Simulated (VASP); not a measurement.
A run of VASP 6.6.1 is set up as follows.

The input POSCAR:

```
BaTe
1.0
    0.0000000000      3.6383584296      3.5033386564
    3.6383584296      0.0000000000      3.5033386564
    3.6383584296      3.6383584296      0.0000000000
Ba Te
1 1
Direct
    0.0000000000      0.0000000000      0.0000000000
    0.5000000000      0.5000000000      0.5000000000
```

The input INCAR.step1:

```
SYSTEM = BaTe
PREC = Accurate
ENCUT = 520
EDIFF = 1E-5
ISMEAR = 0
SIGMA = 0.01
LREAL = .False.
LASPH = .True.
NELM = 60
ALGO = Normal
ISIF = 2
LWAVE = .True.
LCHARG = .False.
NBANDS = 15
GGA = PE
```

The input INCAR.step2:

```
SYSTEM = BaTe
PREC = Accurate
ENCUT = 520
EDIFF = 1E-6
ISMEAR = 0
SIGMA = 0.01
LREAL = .False.
LASPH = .True.
NELM = 60
ALGO = Normal
ISIF = 2
LWAVE = .False.
LCHARG = .False.
GGA = PE
LHFCALC = .True.
HFSCREEN = 0.2079
PRECFOCK = Normal
NBANDS = 15
ISTART = 1
```

KPOINTS

```
regular mesh
0
Gamma
  4 4 4
  0 0 0
```

Potentials or basis: VASP PAW PBE potentials, release 64 (Ba_sv, Te).

The run is started by

```sh
$ cat potpaw_PBE.64/Ba_sv/POTCAR potpaw_PBE.64/Te/POTCAR > POTCAR
$ cp INCAR.step1 INCAR
$ mpirun -np 1 vasp_std > vasp.out
$ cp INCAR.step2 INCAR
$ mpirun -np 1 vasp_std > vasp.out
```

(1) Predict the band gap on the k mesh.

(2) Predict the pressure.

Answers

(1) 2.35 eV (least direct gap 2.78 eV).

(2) -1.3 GPa.

Caveat: the cell differs from its parent crystal (epitaxial xy strain +3.0%); the PAW data sets were made with another functional, which shifts forces and pressure a little; spin-orbit coupling is left out, which moves the levels of the heavy elements.
